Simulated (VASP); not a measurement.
# In15GaO24 (R-3) in VASP: single point with PBE

Aim: the single point of In15GaO24 with PBE.

Everything below comes from runs of VASP 6.6.1. Logs are shortened: lines on timing, memory, paths and dates and some standing lists are left out, and cuts for length are marked.

## (1) The cell of the first run

The structure is trigonal, space group R-3 (No. 148). Conventional cell: a = 14.450 Å, b = 14.450 Å, c = 8.888 Å, α = 90.00°, β = 90.00°, γ = 120.00°. Within 2.7 Å of Ga (site symmetry -3) lie 6 O at 2.07 Å. In (site symmetry -1) has 6 O at 2.19 to 2.22 Å within 2.9 Å. In (site symmetry 1) has 6 O at 2.15 to 2.25 Å within 2.8 Å. In (site symmetry 1) has 6 O at 2.15 to 2.26 Å within 2.8 Å. O (site symmetry 1) has 1 Ga at 2.07 Å and 3 In at 2.17 to 2.25 Å and 9 O at 2.72 to 3.35 Å within 3.4 Å. Within 3.1 Å of O (site symmetry 1) lie 4 In at 2.15 to 2.26 Å and 5 O at 2.81 to 3.00 Å. O (site symmetry 1) has 4 In at 2.18 to 2.23 Å and 5 O at 2.82 to 2.97 Å within 3.0 Å. Within 3.0 Å of O (site symmetry 1) lie 4 In at 2.15 to 2.25 Å and 5 O at 2.82 to 2.97 Å.

## (2) Single point, PBE

Contents of INCAR:

```
ALGO     = Normal         # electronic algorithm
EDIFF    = 1E-6           # SCF threshold, eV
ENCUT    = 520            # plane-wave cutoff, eV
GGA      = PE             # functional
ISIF     = 2              # what is computed and relaxed
ISMEAR   = 0              # smearing method
LASPH    = T              # aspherical terms in the spheres
LCHARG   = F              # write CHGCAR
LREAL    = Auto         
LWAVE    = F              # write WAVECAR
NBANDS   = 202            # bands
NELM     = 100            # most SCF steps
PREC     = Accurate       # precision mode
SIGMA    = 0.01           # smearing width, eV
```

Contents of KPOINTS:

```
k-points
0
Gamma
  2 2 2
```

Contents of POSCAR:

```
In15GaO24
1.0
   -5.1010872565      5.1163911543      5.1163911543
    5.1163911543     -5.1010872565      5.1163911543
    5.1163911543      5.1163911543     -5.1010872565
Ga In O
1 15 24
Direct
    0.5000000000      0.5000000000      0.5000000000
    0.5000000000      0.0000000000      0.0000000000
    0.0000000000      0.5000000000      0.0000000000
    0.0000000000      0.0000000000      0.5000000000
    0.2556869727      0.7153910417      0.4658330893
    0.7477592782      0.7817553000      0.0297180405
    0.4658330893      0.2556869727      0.7153910417
    0.0297180405      0.7477592782      0.7817553000
    0.7153910417      0.4658330893      0.2556869727
    0.7817553000      0.0297180405      0.7477592782
    0.7443130273      0.2846089583      0.5341669107
    0.2522407218      0.2182447000      0.9702819595
    0.5341669107      0.7443130273      0.2846089583
    0.9702819595      0.2522407218      0.2182447000
    0.2846089583      0.5341669107      0.7443130273
    0.2182447000      0.9702819595      0.2522407218
    0.5414918026      0.7586419808      0.5462065404
    0.7284800713      0.9954868933      0.9572360599
    0.9655355967      0.5083651445      0.2395787710
    0.7710943529      0.7248048169      0.2638793005
    0.5462065404      0.5414918026      0.7586419808
    0.9572360599      0.7284800713      0.9954868933
    0.2395787710      0.9655355967      0.5083651445
    0.2638793005      0.7710943529      0.7248048169
    0.7586419808      0.5462065404      0.5414918026
    0.9954868933      0.9572360599      0.7284800713
    0.5083651445      0.2395787710      0.9655355967
    0.7248048169      0.2638793005      0.7710943529
    0.4585081974      0.2413580192      0.4537934596
    0.2715199287      0.0045131067      0.0427639401
    0.0344644033      0.4916348555      0.7604212290
    0.2289056471      0.2751951831      0.7361206995
    0.4537934596      0.4585081974      0.2413580192
    0.0427639401      0.2715199287      0.0045131067
    0.7604212290      0.0344644033      0.4916348555
    0.7361206995      0.2289056471      0.2751951831
    0.2413580192      0.4537934596      0.4585081974
    0.0045131067      0.0427639401      0.2715199287
    0.4916348555      0.7604212290      0.0344644033
    0.2751951831      0.7361206995      0.2289056471
```

Potentials or basis: VASP PAW PBE potentials, release 64 (Ga_d, In_d, O).

On the command line:

```sh
$ cat potpaw_PBE.64/Ga_d/POTCAR potpaw_PBE.64/In_d/POTCAR potpaw_PBE.64/O/POTCAR > POTCAR
$ mpirun -np 1 vasp_std > vasp.out
```

OUTCAR:

```text
EDIFF = 1E-6
   ENCUT = 520
   GGA = PE
   ISIF = 2
   ISMEAR = 0
   LASPH = T
   LREAL = Auto
   NELM = 100
   PREC = Accurate

 ion  position               nearest neighbor table
   1  0.500  0.500  0.500-  17 2.07  21 2.07  25 2.07  29 2.07  33 2.07  37 2.07   5 3.33   7 3.33
                             9 3.33  11 3.33  13 3.33  15 3.33
   2  0.500  0.000  0.000-  18 2.19  30 2.19  27 2.22  39 2.22  36 2.22  24 2.22   6 3.37  12 3.37
                             9 3.39  15 3.39  14 3.42   8 3.42  10 3.86  16 3.86  11 3.88   5 3.88
   3  0.000  0.500  0.000-  22 2.19  34 2.19  31 2.22  19 2.22  28 2.22  40 2.22   8 3.37  14 3.37
                            11 3.39   5 3.39  10 3.42  16 3.42   6 3.86  12 3.86  13 3.88   7 3.88
   4  0.000  0.000  0.500-  26 2.19  38 2.19  35 2.22  23 2.22  20 2.22  32 2.22  10 3.37  16 3.37
                            13 3.39   7 3.39   6 3.42  12 3.42  14 3.86   8 3.86  15 3.88   9 3.88
   5  0.256  0.715  0.466-  24 2.15  23 2.18  40 2.22  19 2.23  17 2.24  37 2.25   1 3.33  13 3.35
                            15 3.35  14 3.39   3 3.39  16 3.42  10 3.84   2 3.88   4 3.91   8 3.93
   6  0.748  0.782  0.030-  22 2.15  21 2.17  39 2.23  18 2.23  20 2.25  38 2.26   2 3.37  15 3.39
                             4 3.42  13 3.42  14 3.43  16 3.43   7 3.84   8 3.85  10 3.85   3 3.86
   7  0.466  0.256  0.715-  28 2.15  27 2.18  32 2.22  23 2.23  21 2.24  29 2.25   1 3.33  11 3.35
                            15 3.35  16 3.39   4 3.39  12 3.42   6 3.84   3 3.88   2 3.91  10 3.93
   8  0.030  0.748  0.782-  26 2.15  25 2.17  31 2.23  22 2.23  24 2.25  30 2.26   3 3.37  11 3.39
                             2 3.42  15 3.42  12 3.43  16 3.43   9 3.84  10 3.85   6 3.85   4 3.86
   9  0.715  0.466  0.256-  20 2.15  19 2.18  36 2.22  27 2.23  25 2.24  33 2.25   1 3.33  11 3.35
                            13 3.35  12 3.39   2 3.39  14 3.42   8 3.84   4 3.88   3 3.91   6 3.93
  10  0.782  0.030  0.748-  18 2.15  17 2.17  35 2.23  26 2.23  28 2.25  34 2.26   4 3.37  13 3.39
[... 35 lines left out ...]
  39  0.492  0.760  0.034-  13 2.18   2 2.22   6 2.23  15 2.23
  40  0.275  0.736  0.229-  13 2.15   5 2.22   3 2.22  16 2.25

  LATTYP: Found a trigonal (rhomboedric) cell.
 ALAT       =     8.8530225396
 COS(alpha) =    -0.3320002846

  Lattice vectors:

 A1 = (  -5.1010872565,   5.1163911543,   5.1163911543)
 A2 = (   5.1163911543,  -5.1010872565,   5.1163911543)
 A3 = (   5.1163911543,   5.1163911543,  -5.1010872565)

Analysis of symmetry for initial positions (statically):
=====================================================================
 Subroutine PRICEL returns:
 Original cell was already a primitive cell.

 Routine SETGRP: Setting up the symmetry group for a
 trigonal (rhombohedral) supercell.

 Subroutine GETGRP returns: Found  6 space group operations
 (whereof  6 operations were pure point group operations)
 out of a pool of 12 trial point group operations.

The static configuration has the point symmetry S_6 .

Analysis of symmetry for dynamics (positions and initial velocities):
=====================================================================
 Subroutine PRICEL returns:
 Original cell was already a primitive cell.

 Routine SETGRP: Setting up the symmetry group for a
 trigonal (rhombohedral) supercell.

 Subroutine GETGRP returns: Found  6 space group operations
 (whereof  6 operations were pure point group operations)
 out of a pool of 12 trial point group operations.

The dynamic configuration has the point symmetry S_6 .

 Subroutine INISYM returns: Found  6 space group operations
 (whereof  6 operations are pure point group operations),
 and found     1 'primitive' translations

----------------------------------------------------------------------------------------

                                     Primitive cell

  volume of cell :     535.7329

  direct lattice vectors                    reciprocal lattice vectors
    -5.101087256  5.116391154  5.116391154    -0.000291875  0.097579631  0.097579631
     5.116391154 -5.101087256  5.116391154     0.097579631 -0.000291875  0.097579631
     5.116391154  5.116391154 -5.101087256     0.097579631  0.097579631 -0.000291875

  length of vectors
     8.853022540  8.853022540  8.853022540     0.137998746  0.137998746  0.137998746

  position of ions in fractional coordinates (direct lattice)
     0.500000000  0.500000000  0.500000000
     0.500000000  0.000000000  1.000000000
     0.000000000  0.500000000  1.000000000
     0.000000000  0.000000000  0.500000000
     0.255686973  0.715391042  0.465833089
     0.747759278  0.781755300  0.029718041
[... 32 lines left out ...]
     0.491634856  0.760421229  0.034464403
     0.275195183  0.736120699  0.228905647

  ion indices of the primitive-cell ions
   primitive index   ion index
                 1           1
                 2           2
                 3           3
                 4           4
                 5           5
                 6           6
[... 32 lines left out ...]
                39          39
                40          40

----------------------------------------------------------------------------------------

 KPOINTS: k-points

Automatic generation of k-mesh.
 Grid dimensions read from file:
 generate k-points for:    2    2    2

 Generating k-lattice:

  Cartesian coordinates                     Fractional coordinates (reciprocal lattice)
    -0.000145938  0.048789815  0.048789815     0.500000000  0.000000000  0.000000000
     0.048789815 -0.000145938  0.048789815     0.000000000  0.500000000  0.000000000
     0.048789815  0.048789815 -0.000145938    -0.000000000 -0.000000000  0.500000000

  Length of vectors
     0.068999373  0.068999373  0.068999373

  Shift w.r.t. Gamma in fractional coordinates (k-lattice)
     0.000000000  0.000000000  0.000000000

 Subroutine IBZKPT returns following result:
 ===========================================

 Found      4 irreducible k-points:

 Following reciprocal coordinates:
            Coordinates               Weight
  0.000000  0.000000  0.000000      1.000000
  0.500000  0.000000  0.000000      3.000000
  0.500000  0.500000  0.000000      3.000000
  0.500000  0.500000  0.500000      1.000000
   k-points           NKPTS =      4   k-points in BZ     NKDIM =      4   number of bands    NBANDS=    202
   number of dos      NEDOS =    301   number of ions     NIONS =     40
   total plane-waves  NPLWV = 343000
   dimension x,y,z NGX =    70 NGY =   70 NGZ =   70
   dimension x,y,z NGXF=   140 NGYF=  140 NGZF=  140
   ions per type =               1  15  24
   NGX,Y,Z   is equivalent  to a cutoff of  13.14, 13.14, 13.14 a.u.
   NGXF,Y,Z  is equivalent  to a cutoff of  26.29, 26.29, 26.29 a.u.
 SYSTEM =  unknown system
   PREC   = accura    normal or accurate (medium, high low for compatibility)
   ISTART =      0    job   : 0-new  1-cont  2-samecut
   ICHARG =      2    charge: 1-file 2-atom 10-const
   ISPIN  =      1    spin polarized calculation?
   LNONCOLLINEAR =      F non collinear calculations
   LSORBIT =      F    spin-orbit coupling
   LASPH  =      T    aspherical Exc in radial PAW
   ENCUT  =  520.0 eV  38.22 Ry    6.18 a.u.  16.46 16.46 16.46*2*pi/ulx,y,z
   NELM   =    100;   NELMIN=  2; NELMDL= -5     # of ELM steps
   EDIFF  = 0.1E-05   stopping-criterion for ELM
   LREAL  =      T    real-space projection
   EDIFFG = 0.1E-04   stopping-criterion for IOM
   NSW    =      0    number of steps for IOM
   IBRION =     -1    ionic relax: 0-MD 1-quasi-New 2-CG
   NFREE  =      0    steps in history (QN), initial steepest desc. (CG)
   ISIF   =      2    stress and relaxation
   ISYM   =      2    0-nonsym 1-usesym 2-fastsym
   POTIM  = 0.5000    time-step for ionic-motion
   TEBEG  =    0.0;   TEEND  =   0.0 temperature during run
   PSTRESS=    0.0 pullay stress
   NELECT =     352.0000    total number of electrons
   NUPDOWN=      -1.0000    fix difference up-down
   EMIN   =  10.00;   EMAX   =-10.00  energy-range for DOS
   EFERMI =   0.00;   METHOD = LEGACY
   ISMEAR =     0;   SIGMA  =   0.01  broadening in eV -4-tet -1-fermi 0-gaus
   EFERMI_NEDOS =   21; number of points for ismear=-14 and -15
   IALGO  =     38    algorithm
   IMIX   =      4    mixing-type and parameters
     AMIX     =   0.40;   BMIX     =  1.00
     AMIX_MAG =   1.60;   BMIX_MAG =  1.00
  volume/ion in A,a.u.               =      13.39        90.38
  Fermi-wavevector in a.u.,A,eV,Ry     =   1.423223  2.689501 27.559467  2.025564
  Thomas-Fermi vector in A             =   2.543843
   LORBIT       =      0    0 simple, 1 ext, 2 COOP (PROOUT), +10 PAW based schemes
   GGA     = PE    functional components
   LHFCALC =     F    Hartree Fock is set to
   AEXX    =    0.0000 exact exchange contribution
   IVDW    =     0    specifies the selected vdW correction
   LEPSILON=     F    determine dielectric tensor
   LRPA    =     F    only Hartree local field effects (RPA)
 non-spin polarized calculation
 Gauss-broadening in eV      SIGMA  =   0.01
  energy-cutoff  :      520.00
  volume of cell :      535.73
 maximum number of plane-waves:     14459
 NGX is ok and might be reduce to    70
   NGX = 33   NGY = 33   NGZ = 33

 number of electron     351.9999996 magnetization

 Free energy of the ion-electron system (eV)
  ---------------------------------------------------
  ext. energy  EPLUGINS =         0.00000000
  ---------------------------------------------------
  free energy    TOTEN  =      -223.72188203 eV

  energy without entropy =     -223.72188203  energy(sigma->0) =     -223.72188203

 E-fermi :   4.9915     XC(G=0): -10.8164

 val. band max:        4.9157468723   @ k =   0.5000   0.0000   0.0000
 cond. band min:       5.8845251320   @ k =   0.0000   0.0000   0.0000
 fundamental gap:      0.9687782596
 Fermi energy:         4.9915381343

 k-point     1 :       0.0000    0.0000    0.0000
  band No.  band energies     occupation
      1     -12.6547      2.00000
      2     -12.0919      2.00000
      3     -12.0700      2.00000
      4     -12.0700      2.00000
      5     -12.0023      2.00000
      6     -11.9859      2.00000
[... 753 lines left out ...]
    187      11.1082      0.00000
    188      11.2873      0.00000
 [bands above 188 left out]

------------------------ aborting loop because EDIFF is reached ----------------------------------------

  FORCE on cell =-STRESS in cart. coord.  units (eV):
  Direction    XX          YY          ZZ          XY          YZ          ZX
  --------------------------------------------------------------------------------------
  -------------------------------------------------------------------------------------
  Total        1.3708644      1.3708644      1.3708644     -0.0094645     -0.0094645     -0.0094645
  in kB        4.0997443      4.0997443      4.0997443     -0.0283047     -0.0283047     -0.0283047
  external PRESSURE =       4.0997443 kB  Pullay stress =       0.0000000 kB

 VOLUME and BASIS-vectors are now :
 -----------------------------------------------------------------------------
  energy-cutoff  :      520.00
  volume of cell :      535.73
      direct lattice vectors                 reciprocal lattice vectors
    -5.101087256  5.116391154  5.116391154    -0.000291875  0.097579631  0.097579631
     5.116391154 -5.101087256  5.116391154     0.097579631 -0.000291875  0.097579631
     5.116391154  5.116391154 -5.101087256     0.097579631  0.097579631 -0.000291875

 POSITION                                       TOTAL-FORCE (eV/Angst)
 -----------------------------------------------------------------------------------
      2.56585      2.56585      2.56585         0.000000      0.000000      0.000000
     -2.55054      2.55820      2.55820         0.000000      0.000000      0.000000
      2.55820     -2.55054      2.55820         0.000000      0.000000      0.000000
      2.55820      2.55820     -2.55054         0.000000      0.000000      0.000000
      4.73932      0.04231      2.59216         0.004221      0.002243      0.006535
      0.33743     -0.00992      7.67400         0.004715      0.006937     -0.006259
[... 32 lines left out ...]
      1.55907     -1.18725      6.23020         0.006442     -0.003067     -0.007883
      3.53366     -1.17584      4.00662        -0.000661     -0.013625      0.006273
 -----------------------------------------------------------------------------------
    total drift:                                0.000000      0.000000     -0.000000

  FREE ENERGIE OF THE ION-ELECTRON SYSTEM (eV)
  ---------------------------------------------------
  free  energy   TOTEN  =      -223.7218820335 eV

  energy  without entropy=     -223.7218820335  energy(sigma->0) =     -223.72188203
```

Run time: 19 min. Hardware: 1 thread of Intel Xeon Platinum 8175M at 2.50GHz (Skylake/Cascade Lake), shared host; peak memory 0.84 GiB.

What came out:

```
Free energy            : -223.7219 eV
Pressure               : 0.4 GPa
Largest force          : 0.015 eV/Å
Band gap on the k mesh : 0.97 eV
```

Forces in eV/Å, atoms in the order of the input:
```
Ga   0.000  0.000  0.000
In   0.000  0.000  0.000
In   0.000  0.000  0.000
In   0.000  0.000  0.000
In   0.004  0.002  0.007
In   0.005  0.007 -0.006
In   0.007  0.004  0.002
In  -0.006  0.005  0.007
In   0.002  0.007  0.004
In   0.007 -0.006  0.005
In  -0.004 -0.002 -0.007
In  -0.005 -0.007  0.006
In  -0.007 -0.004 -0.002
In   0.006 -0.005 -0.007
In  -0.002 -0.007 -0.004
In  -0.007  0.006 -0.005
O    0.011 -0.002  0.002
O   -0.004  0.000  0.000
O    0.008 -0.006  0.003
O   -0.006  0.001  0.014
O    0.002  0.011 -0.002
O    0.000 -0.004  0.000
O    0.003  0.008 -0.006
O    0.014 -0.006  0.001
O   -0.002  0.002  0.011
O    0.000  0.000 -0.004
O   -0.006  0.003  0.008
O    0.001  0.014 -0.006
O   -0.011  0.002 -0.002
O    0.004  0.000  0.000
O   -0.008  0.006 -0.003
O    0.006 -0.001 -0.014
O   -0.002 -0.011  0.002
O    0.000  0.004  0.000
O   -0.003 -0.008  0.006
O   -0.014  0.006 -0.001
O    0.002 -0.002 -0.011
O    0.000  0.000  0.004
O    0.006 -0.003 -0.008
O   -0.001 -0.014  0.006
```

Levels at points of the mesh, in eV from the valence-band top:
```csv
k point,band 173,band 174,band 175,band 176,band 177,band 178,band 179,band 180
"(0.00, 0.00, 0.00)",-0.17,-0.01,0.00,0.00,0.97,5.20,5.20,5.28
"(0.50, 0.00, 0.00)",-0.13,-0.12,-0.01,0.00,3.03,3.05,4.70,4.75
"(0.50, 0.50, 0.00)",-0.13,-0.10,-0.03,-0.02,3.04,3.05,4.68,4.72
"(0.50, 0.50, 0.50)",-0.20,-0.17,-0.17,-0.10,3.89,3.89,3.92,3.92
```

Caveat: the k points lie up to 0.43 Å⁻¹ apart; spin-orbit coupling is left out, which moves the levels of the heavy elements.
